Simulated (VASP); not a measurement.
Input of a VASP 6.6.1 run:

INCAR

```
ALGO = Normal
EDIFF = 1E-7
EDIFFG = -0.01
ENCUT = 560
GGA_COMPAT = False
IBRION = 2
ISIF = 3
ISMEAR = -1
LASPH = True
LCHARG = False
LREAL = False
LWAVE = False
NELM = 120
NELMIN = 4
NSW = 60
PREC = Accurate
SIGMA = 0.05
```

The input KPOINTS:

```
k-points
0
Gamma
  8 8 8
```

Contents of POSCAR:

```
ZnRe2
1.0
    0.0000000000      2.8955600000      2.8955600000
    2.8955600000      0.0000000000      2.8955600000
    2.8955600000      2.8955600000      0.0000000000
Zn Re
1 2
Direct
    0.0000000000      0.0000000000      0.0000000000
    0.7500000000      0.7500000000      0.7500000000
    0.2500000000      0.2500000000      0.2500000000
```

Potentials or basis: VASP PAW LDA potentials, release 64 (Zn, Re_sv_GW).

Run with:

```bash
$ cat potpaw_LDA.64/Zn/POTCAR potpaw_LDA.64/Re_sv_GW/POTCAR > POTCAR
$ mpirun -np 1 vasp_std > vasp.out
```

Problem. Estimate the band gap on the k mesh.

Solution. Zero (bands 21 and 22 overlap by 2.75 eV).

Problem. Predict the space group after relaxing (to 0.1 Å).

Solution. Fm-3m (No. 225).

Final structure:
```xyz
3
Lattice="0.0000 2.8454 2.8454 2.8454 0.0000 2.8454 2.8454 2.8454 0.0000" Properties=species:S:1:pos:R:3 pbc="T T T"
Zn    2.8454    0.0000    2.8454
Re    4.2681    4.2681    4.2681
Re    1.4227    1.4227    1.4227
```

Caveat: spin-orbit coupling is left out, which moves the levels of the heavy elements.
